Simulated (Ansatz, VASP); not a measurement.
## One calculation of F, two programs

The input INCAR:

```
SYSTEM = F
ALGO = Normal ; EDIFF = 1E-7
ENCUT = 520 ; GGA = PE
ISIF = 2 ; ISMEAR = 0
LASPH = .TRUE. ; LCHARG = .FALSE.
LREAL = .FALSE. ; LWAVE = .FALSE.
NBANDS = 22 ; NELM = 100
PREC = Accurate ; SIGMA = 0.02
```

Contents of KPOINTS:

```
k-points
0
G
  4 4 1
  0 0 0
```

File POSCAR:

```
F
1.0
    2.7500000000     -1.6400000000      0.0000000000
    2.7500000000      1.6400000000      0.0000000000
   -1.5347200000      0.0000000000      7.1163900000
F
4
Direct
    0.9680000000      0.6020000000      0.0997000000
    0.3980000000      0.0320000000      0.4003000000
    0.0320000000      0.3980000000      0.9003000000
    0.6020000000      0.9680000000      0.5997000000
```

Input for Ansatz:

```yaml
crystal:
  lattice:
    - [2.75, -1.64, 0.0]
    - [2.75, 1.64, 0.0]
    - [-1.53472, 0.0, 7.11639]
  atoms:
    - { symbol: F, position: [0.968, 0.602, 0.0997] }
    - { symbol: F, position: [0.398, 0.032, 0.4003] }
    - { symbol: F, position: [0.032, 0.398, 0.9003] }
    - { symbol: F, position: [0.602, 0.968, 0.5997] }
basis:
  ecutwfc: 420
kpoints:
  mp_grid: { grid: [4, 4, 1] }
hamiltonian:
  xc: pbe
scf:
  occupations: { method: gaussian, width: 0.02 }
output:
  forces: true
  stress: true
  eigenvalues: true
```

Alike in both runs: task single point; functional PBE; k mesh 4 × 4 × 1; occupations gaussian, width 0.02 eV; no spin polarisation.

```csv
,VASP,Ansatz
version,VASP 6.6.1,Ansatz 0.2.0
potentials or method,"VASP PAW PBE potentials, release 64 (F), cutoff 520 eV","scalar-relativistic, plane waves, PAW"
valence electrons in the cell,28,28
```

Ansatz gave:

- gap on the k mesh at the Fermi level (eV): 1.98
- least direct gap on the mesh (eV): 1.98
- pressure (GPa): -4.2
- traceless stress, the component that is largest in VASP (GPa): -8.62
- rms of the force components (eV/Å): 1.099

Question: Estimate VASP's values.

Answer: gap on the k mesh at the Fermi level (eV): 1.93; least direct gap on the mesh (eV): 1.93; pressure (GPa): -4.1; traceless stress, the component that is largest in VASP (GPa): -7.46; rms of the force components (eV/Å): 0.949.

Atom by atom the forces differ by 0.150 eV/Å (rms over components).

The k mesh is coarse, so the values compare programs but aren't converged.
